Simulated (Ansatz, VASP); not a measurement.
**CdF2 in VASP and in Ansatz**

File INCAR:

```
SYSTEM = CdF2
PREC     = Accurate       ! precision mode
ENCUT    = 520            ! plane-wave cutoff, eV
EDIFF    = 1E-7           ! SCF threshold, eV
ISMEAR   = 0              ! smearing method
SIGMA    = 0.01           ! smearing width, eV
LREAL    = .False.        ! projectors in reciprocal space
LASPH    = .True.         ! aspherical terms in the spheres
NELM     = 100            ! most SCF steps
ALGO     = Normal         ! electronic algorithm
ISIF     = 2              ! what is computed and relaxed
LWAVE    = .False.        ! write WAVECAR
LCHARG   = .False.        ! write CHGCAR
GGA      = PE             ! functional
NBANDS   = 20             ! bands
```

File KPOINTS:

```
Automatic mesh
0
Gamma
  6 6 6
  0 0 0
```

POSCAR

```
CdF2
1.0
    0.0000000000      2.6941776810      2.6941776810
    2.6941776810      0.0000000000      2.6941776810
    2.6941776810      2.6941776810      0.0000000000
Cd F
1 2
Direct
    0.0000000000      0.0000000000      0.0000000000
    0.2500000000      0.2500000000      0.2500000000
    0.7500000000      0.7500000000      0.7500000000
```

Input for Ansatz:

```yaml
crystal:
  lattice:
    - [0.0, 2.694177681, 2.694177681]
    - [2.694177681, 0.0, 2.694177681]
    - [2.694177681, 2.694177681, 0.0]
  atoms:
    - { symbol: Cd, position: [0.0, 0.0, 0.0] }
    - { symbol: F, position: [0.25, 0.25, 0.25] }
    - { symbol: F, position: [0.75, 0.75, 0.75] }
kpoints:
  mp_grid: { grid: [6, 6, 6] }
hamiltonian:
  xc: pbe
scf:
  occupations: { method: fixed }
  n_extra_bands: 4
  max_iter: 61
output:
  forces: true
  stress: true
  eigenvalues: true
basis:
  ecutrho_ratio: 12
```

Alike in both runs: task single point; functional PBE; k mesh 6 × 6 × 6; no spin polarisation.

|  | VASP | Ansatz |
| --- | --- | --- |
| version | VASP 6.6.1 | Ansatz 0.2.0 |
| potentials or method | VASP PAW PBE potentials, release 64 (Cd, F) | plane waves |
| plane-wave cutoff (eV) | 520 | 420 |
| occupations | gaussian, width 0.01 eV | fixed |
| valence electrons in the cell | 26 | 34 |

Ansatz gave:

```
gap on the k mesh at the Fermi level (eV) : 3.12
pressure (GPa)                            : 5.4
```

**Question.** Which values does VASP return?

**Answer.** gap on the k mesh at the Fermi level (eV): 3.09; pressure (GPa): 6.2.

VASP's potentials hold 26 valence electrons a cell and Ansatz's 34, so a difference there can come from the potentials and not from the codes.
